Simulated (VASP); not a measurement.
# Pt (P-3m1) in VASP: notebook

Pt is run at these levels: PBEsol; tasks: single point.

Program: VASP 6.6.1. These are calculated values, not measurements. Logs are shortened: lines on timing, memory, paths and dates and some standing lists are left out, and cuts for length are marked.

## Step 1: The cell of the first run

Symmetry: P-3m1, No. 164, trigonal system. Conventional cell: a = 2.770 Å, b = 2.770 Å, c = 13.823 Å, α = 90.00°, β = 90.00°, γ = 120.00°. Pt (site symmetry 3m) has 12 Pt at 2.77 to 2.98 Å within 3.7 Å. Pt (site symmetry 3m) has 12 Pt at 2.77 Å within 3.7 Å. Within 3.7 Å of Pt (site symmetry 3m) lie 12 Pt at 2.77 Å.

## Step 2: Single point, PBEsol (the distance across one plane changed)

The input, INCAR:

```
SYSTEM = Pt
PREC     = Accurate       ! precision mode
ENCUT    = 520            ! plane-wave cutoff, eV
EDIFF    = 1E-6           ! SCF threshold, eV
ISMEAR   = 0              ! smearing method
SIGMA    = 0.15           ! smearing width, eV
LREAL    = .FALSE.        ! projectors in reciprocal space
LASPH    = .TRUE.         ! aspherical terms in the spheres
NELM     = 80             ! most SCF steps
ALGO     = Fast           ! electronic algorithm
ISIF     = 2              ! what is computed and relaxed
LWAVE    = .FALSE.        ! write WAVECAR
LCHARG   = .FALSE.        ! write CHGCAR
GGA      = PS             ! functional
NBANDS   = 39             ! bands
```

The input, KPOINTS:

```
regular mesh
0
G
  24 24 5
  0 0 0
```

The input, POSCAR:

```
Pt
1.0
    1.9590303458     -1.9590303458      0.0000000000
    1.9590303458      0.0000000000     -1.9590303458
    7.9804589505      7.9804589505      7.9804589505
Pt
6
Direct
    0.6666666667      0.6666666667      0.0818097703
    0.0000000000      0.0000000000      0.9000711250
    0.3333333333      0.3333333333      0.2454620412
    0.6666666667      0.6666666667      0.5727665831
    0.0000000000      0.0000000000      0.4091143122
    0.3333333333      0.3333333333      0.7364188541
```

Potentials or basis: VASP PAW PBE potentials, release 64 (Pt).

Started as:

```
> cat potpaw_PBE.64/Pt/POTCAR > POTCAR
> mpirun -np 1 vasp_std > vasp.out
```

OUTCAR:

```text
SYSTEM = Pt
   PREC = Accurate
   ENCUT = 520
   EDIFF = 1E-6
   ISMEAR = 0
   LREAL = .FALSE.
   LASPH = .TRUE.
   NELM = 80
   ISIF = 2
   GGA = PS

 ion  position               nearest neighbor table
   1  0.667  0.667  0.082-   3 2.77   3 2.77   3 2.77   2 2.98   2 2.98   2 2.98
   2  0.000  0.000  0.900-   6 2.77   6 2.77   6 2.77   1 2.98   1 2.98   1 2.98
   3  0.333  0.333  0.245-   1 2.77   1 2.77   1 2.77   5 2.77   5 2.77   5 2.77
   4  0.667  0.667  0.573-   5 2.77   5 2.77   5 2.77   6 2.77   6 2.77   6 2.77
   5  0.000  0.000  0.409-   4 2.77   4 2.77   4 2.77   3 2.77   3 2.77   3 2.77
   6  0.333  0.333  0.736-   2 2.77   2 2.77   2 2.77   4 2.77   4 2.77   4 2.77

  LATTYP: Found a hexagonal cell.
 ALAT       =     2.7704872841
 C/A-ratio  =     4.9892163192

  Lattice vectors:

 A1 = (  -1.9590303458,   0.0000000000,   1.9590303458)
 A2 = (   1.9590303458,  -1.9590303458,   0.0000000000)
 A3 = (   7.9804589505,   7.9804589505,   7.9804589505)

Analysis of symmetry for initial positions (statically):
=====================================================================
 Subroutine PRICEL returns:
 Original cell was already a primitive cell.

 Routine SETGRP: Setting up the symmetry group for a
 hexagonal supercell.

 Subroutine GETGRP returns: Found 12 space group operations
 (whereof  6 operations were pure point group operations)
 out of a pool of 24 trial point group operations.

The static configuration has the point symmetry C_3v.
 The point group associated with its full space group is D_3d.

Analysis of symmetry for dynamics (positions and initial velocities):
=====================================================================
 Subroutine PRICEL returns:
 Original cell was already a primitive cell.

 Routine SETGRP: Setting up the symmetry group for a
 hexagonal supercell.

 Subroutine GETGRP returns: Found 12 space group operations
 (whereof  6 operations were pure point group operations)
 out of a pool of 24 trial point group operations.

The dynamic configuration has the point symmetry C_3v.
 The point group associated with its full space group is D_3d.

 Subroutine INISYM returns: Found 12 space group operations
 (whereof  6 operations are pure point group operations),
 and found     1 'primitive' translations

----------------------------------------------------------------------------------------

                                     Primitive cell

  volume of cell :      91.8822

  direct lattice vectors                    reciprocal lattice vectors
     1.959030346 -1.959030346  0.000000000     0.170152205 -0.340304410  0.170152205
     1.959030346  0.000000000 -1.959030346     0.170152205  0.170152205 -0.340304410
     7.980458951  7.980458951  7.980458951     0.041768692  0.041768692  0.041768692

  length of vectors
     2.770487284  2.770487284 13.822560370     0.416786081  0.416786081  0.072345497

  position of ions in fractional coordinates (direct lattice)
     0.666666667  0.666666667  0.081809770
     0.000000000  0.000000000  0.900071125
     0.333333333  0.333333333  0.245462041
     0.666666667  0.666666667  0.572766583
     0.000000000  0.000000000  0.409114312
     0.333333333  0.333333333  0.736418854

  ion indices of the primitive-cell ions
   primitive index   ion index
                 1           1
                 2           2
                 3           3
                 4           4
                 5           5
                 6           6

----------------------------------------------------------------------------------------

 KPOINTS: regular mesh

Automatic generation of k-mesh.
 Grid dimensions read from file:
 generate k-points for:   24   24    5

 Generating k-lattice:

  Cartesian coordinates                     Fractional coordinates (reciprocal lattice)
     0.007089675 -0.014179350  0.007089675     0.041666667  0.000000000  0.000000000
     0.007089675  0.007089675 -0.014179350     0.000000000  0.041666667  0.000000000
     0.008353738  0.008353738  0.008353738     0.000000000  0.000000000  0.200000000

  Length of vectors
     0.017366087  0.017366087  0.014469099

  Shift w.r.t. Gamma in fractional coordinates (k-lattice)
     0.000000000  0.000000000  0.000000000

 Subroutine IBZKPT returns following result:
 ===========================================

 Found    279 irreducible k-points:

 Following reciprocal coordinates:
            Coordinates               Weight
  0.000000  0.000000  0.000000      1.000000
  0.041667  0.000000  0.000000      6.000000
  0.083333  0.000000  0.000000      6.000000
  0.125000  0.000000  0.000000      6.000000
  0.166667  0.000000  0.000000      6.000000
  0.208333  0.000000  0.000000      6.000000
[... 16 lines left out ...]
  0.458333  0.041667 -0.000000     12.000000
  0.500000  0.041667 -0.000000     12.000000
 [... further k-points ...]
   k-points           NKPTS =    279   k-points in BZ     NKDIM =    279   number of bands    NBANDS=     39
   number of dos      NEDOS =    301   number of ions     NIONS =      6
   total plane-waves  NPLWV =  62208
   dimension x,y,z NGX =    24 NGY =   24 NGZ =  108
   dimension x,y,z NGXF=    48 NGYF=   48 NGZF=  216
   ions per type =               6
   NGX,Y,Z   is equivalent  to a cutoff of  14.40, 14.40, 12.99 a.u.
   NGXF,Y,Z  is equivalent  to a cutoff of  28.80, 28.80, 25.98 a.u.
 SYSTEM =  Pt
   PREC   = accura    normal or accurate (medium, high low for compatibility)
   ISTART =      0    job   : 0-new  1-cont  2-samecut
   ICHARG =      2    charge: 1-file 2-atom 10-const
   ISPIN  =      1    spin polarized calculation?
   LNONCOLLINEAR =      F non collinear calculations
   LSORBIT =      F    spin-orbit coupling
   LASPH  =      T    aspherical Exc in radial PAW
   ENCUT  =  520.0 eV  38.22 Ry    6.18 a.u.   5.15  5.15 25.70*2*pi/ulx,y,z
   NELM   =     80;   NELMIN=  2; NELMDL= -5     # of ELM steps
   EDIFF  = 0.1E-05   stopping-criterion for ELM
   LREAL  =      F    real-space projection
[... 7 lines left out ...]
   TEBEG  =    0.0;   TEEND  =   0.0 temperature during run
   PSTRESS=    0.0 pullay stress
   NELECT =      60.0000    total number of electrons
   NUPDOWN=      -1.0000    fix difference up-down
   EMIN   =  10.00;   EMAX   =-10.00  energy-range for DOS
   EFERMI =   0.00;   METHOD = LEGACY
   ISMEAR =     0;   SIGMA  =   0.15  broadening in eV -4-tet -1-fermi 0-gaus
   EFERMI_NEDOS =   21; number of points for ismear=-14 and -15
   IALGO  =     68    algorithm
   IMIX   =      4    mixing-type and parameters
     AMIX     =   0.40;   BMIX     =  1.00
     AMIX_MAG =   1.60;   BMIX_MAG =  1.00
  volume/ion in A,a.u.               =      15.31       103.34
  Fermi-wavevector in a.u.,A,eV,Ry     =   1.420304  2.683986 27.446551  2.017265
  Thomas-Fermi vector in A             =   2.541234
   LORBIT       =      0    0 simple, 1 ext, 2 COOP (PROOUT), +10 PAW based schemes
   GGA     = PS    functional components
   LHFCALC =     F    Hartree Fock is set to
   AEXX    =    0.0000 exact exchange contribution
   IVDW    =     0    specifies the selected vdW correction
   LEPSILON=     F    determine dielectric tensor
   LRPA    =     F    only Hartree local field effects (RPA)
 non-spin polarized calculation
 RMM-DIIS sequential band-by-band and
 Gauss-broadening in eV      SIGMA  =   0.15
  energy-cutoff  :      520.00
  volume of cell :       91.88
 maximum number of plane-waves:      2500
 NGX is ok and might be reduce to    24
   NGX = 11   NGY = 11   NGZ = 51

 number of electron      60.0000005 magnetization

 Free energy of the ion-electron system (eV)
  ---------------------------------------------------
  ext. energy  EPLUGINS =         0.00000000
  ---------------------------------------------------
  free energy    TOTEN  =       -41.68829238 eV

  energy without entropy =      -41.55783156  energy(sigma->0) =      -41.62306197

 E-fermi :  10.8058     XC(G=0): -13.5321

 val. band max:       10.8055934325   @ k =   0.1667   0.1667   0.2000
 cond. band min:      10.8061330371   @ k =   0.4583   0.0000   0.0000
 fundamental gap:      0.0005396046
 Fermi energy:        10.8058103564

 k-point     1 :       0.0000    0.0000    0.0000
  band No.  band energies     occupation
      1       0.6216      2.00000
      2       1.5365      2.00000
      3       1.8247      2.00000
      4       3.2691      2.00000
      5       3.3062      2.00000
      6       3.5440      2.00000
[... 31 lines left out ...]
     38      20.2548      0.00000
     39      20.9775      0.00000

 k-point     2 :       0.0417    0.0000    0.0000
  band No.  band energies     occupation
      1       0.6841      2.00000
      2       1.5962      2.00000
      3       1.8844      2.00000
      4       3.3294      2.00000
      5       3.3672      2.00000
      6       3.6021      2.00000
[... 31 lines left out ...]
     38      20.2885      0.00000
     39      20.9977      0.00000

 k-point     3 :       0.0833    0.0000    0.0000
  band No.  band energies     occupation
      1       0.8691      2.00000
      2       1.7716      2.00000
      3       2.0598      2.00000
      4       3.5044      2.00000
      5       3.5461      2.00000
      6       3.7716      2.00000
[... 31 lines left out ...]
     38      20.3867      0.00000
     39      21.0549      0.00000

 k-point     4 :       0.1250    0.0000    0.0000
  band No.  band energies     occupation
      1       1.1688      2.00000
      2       2.0507      2.00000
      3       2.3381      2.00000
      4       3.7684      2.00000
      5       3.8337      2.00000
      6       4.0364      2.00000
[... 31 lines left out ...]
     38      20.5388      0.00000
     39      21.1425      0.00000
[... 754 lines left out ...]
     38      17.3095      0.00000
     39      18.4418      0.00000

 k-point    23 :       0.4583    0.0417   -0.0000
  band No.  band energies     occupation
      1       3.5884      2.00000
      2       3.8798      2.00000
      3       4.1432      2.00000
      4       4.3038      2.00000
      5       4.3288      2.00000
      6       4.5495      2.00000
[... 31 lines left out ...]
     38      17.2926      0.00000
     39      17.5184      0.00000

 k-point    24 :       0.5000    0.0417   -0.0000
  band No.  band energies     occupation
      1       3.5809      2.00000
      2       3.8230      2.00000
      3       4.2120      2.00000
      4       4.2697      2.00000
      5       4.2810      2.00000
      6       4.4884      2.00000
[... 31 lines left out ...]
     38      16.7513      0.00000
     39      17.7775      0.00000

 [... further k-points ...]

------------------------ aborting loop because EDIFF is reached ----------------------------------------

  FORCE on cell =-STRESS in cart. coord.  units (eV):
  Direction    XX          YY          ZZ          XY          YZ          ZX
  --------------------------------------------------------------------------------------
  -------------------------------------------------------------------------------------
  Total       -2.3136816     -2.3136816     -2.3136816     -0.3688621     -0.3688621     -0.3688621
  in kB      -40.3443501    -40.3443501    -40.3443501     -6.4319579     -6.4319579     -6.4319579
  external PRESSURE =     -40.3443501 kB  Pullay stress =       0.0000000 kB

 VOLUME and BASIS-vectors are now :
 -----------------------------------------------------------------------------
  energy-cutoff  :      520.00
  volume of cell :       91.88
      direct lattice vectors                 reciprocal lattice vectors
     1.959030346 -1.959030346  0.000000000     0.170152205 -0.340304410  0.170152205
     1.959030346  0.000000000 -1.959030346     0.170152205  0.170152205 -0.340304410
     7.980458951  7.980458951  7.980458951     0.041768692  0.041768692  0.041768692

 POSITION                                       TOTAL-FORCE (eV/Angst)
 -----------------------------------------------------------------------------------
      3.26492     -0.65314     -0.65314        -0.608242     -0.608242     -0.608242
      7.18298      7.18298      7.18298         0.608242      0.608242      0.608242
      3.26492      1.30589      1.30589         0.021059      0.021059      0.021059
      7.18298      3.26492      3.26492         0.005603      0.005603      0.005603
      3.26492      3.26492      3.26492        -0.005603     -0.005603     -0.005603
      7.18298      5.22395      5.22395        -0.021059     -0.021059     -0.021059
 -----------------------------------------------------------------------------------
    total drift:                                0.000000      0.000000      0.000000

  FREE ENERGIE OF THE ION-ELECTRON SYSTEM (eV)
  ---------------------------------------------------
  free  energy   TOTEN  =       -41.6882923775 eV

  energy  without entropy=      -41.5578315565  energy(sigma->0) =      -41.62306197
```

Wall time 18 min (1 thread of Intel Xeon 6975P-C (Granite Rapids), shared host); peak memory 0.76 GiB.

What came out:

- Free energy: -41.6883 eV
- Pressure: -4.0 GPa
- Largest force: 1.054 eV/Å
- Band gap on the k mesh: zero (bands 30 and 31 overlap by 1.65 eV)

Forces in eV/Å, atoms in the order of the input:
```
Pt  -0.608 -0.608 -0.608
Pt   0.608  0.608  0.608
Pt   0.021  0.021  0.021
Pt   0.006  0.006  0.006
Pt  -0.006 -0.006 -0.006
Pt  -0.021 -0.021 -0.021
```

Caveat: the cell differs from its parent crystal (the distance across one plane changed); the cell stands under tension; the PAW data sets were made with another functional, which shifts forces and pressure a little; spin-orbit coupling is left out, which moves the levels of the heavy elements.

## Step 3: Single point, PBEsol (the distance across one plane changed)

The input, INCAR:

```
SYSTEM = Pt
PREC = Accurate ; ENCUT = 520
EDIFF = 1E-6 ; ISMEAR = 0
SIGMA = 0.15 ; LREAL = .FALSE.
LASPH = .TRUE. ; NELM = 80
ALGO = Fast ; ISIF = 2
LWAVE = .FALSE. ; LCHARG = .TRUE.
GGA = PS ; LELF = .TRUE.
LVHAR = .TRUE. ; NBANDS = 39
```

KPOINTS is that of step 2.

The input, POSCAR:

```
Pt
1.0
    1.9590303458     -1.9590303458      0.0000000000
    1.9590303458      0.0000000000     -1.9590303458
    8.4134716524      8.4134716524      8.4134716524
Pt
6
Direct
    0.6666666667      0.6666666667      0.0775993003
    0.0000000000      0.0000000000      0.8537475328
    0.3333333333      0.3333333333      0.2328289468
    0.6666666667      0.6666666667      0.5432882398
    0.0000000000      0.0000000000      0.3880585933
    0.3333333333      0.3333333333      0.6985178863
```

Potentials or basis: VASP PAW PBE potentials, release 64 (Pt).

Started as:

```
> cat potpaw_PBE.64/Pt/POTCAR > POTCAR
> mpirun -np 1 vasp_std > vasp.out
```

Run time: 29 min. Hardware: 1 thread of AMD EPYC 7R13, shared host; peak memory 0.75 GiB.

It converged, with:

| Property | Result |
| --- | --- |
| Free energy | -40.8465 eV |
| Pressure | -6.2 GPa |
| Largest force | 0.883 eV/Å |
| Band gap on the k mesh | zero (bands 30 and 31 overlap by 1.56 eV) |

Forces in eV/Å, atoms in the order of the input:
```
Pt  -0.510 -0.510 -0.510
Pt   0.510  0.510  0.510
Pt   0.083  0.083  0.083
Pt   0.012  0.012  0.012
Pt  -0.012 -0.012 -0.012
Pt  -0.083 -0.083 -0.083
```

Stress tensor (GPa, compression positive):
```
-6.21  0.41  0.41
 0.41 -6.21  0.41
 0.41  0.41 -6.21
```

Levels at points of the mesh, in eV from the Fermi level:
```csv
k point,band 27,band 28,band 29,band 30,band 31,band 32,band 33,band 34
"(0.00, 0.00, 0.00)",-1.61,-1.32,-1.32,-0.79,-0.79,-0.57,-0.31,-0.31
"(0.50, 0.00, 0.00)",0.23,0.36,0.40,0.55,0.57,1.89,2.23,2.58
```

Caveat: the cell differs from its parent crystal (the distance across one plane changed); the cell stands under tension; the PAW data sets were made with another functional, which shifts forces and pressure a little; spin-orbit coupling is left out, which moves the levels of the heavy elements.
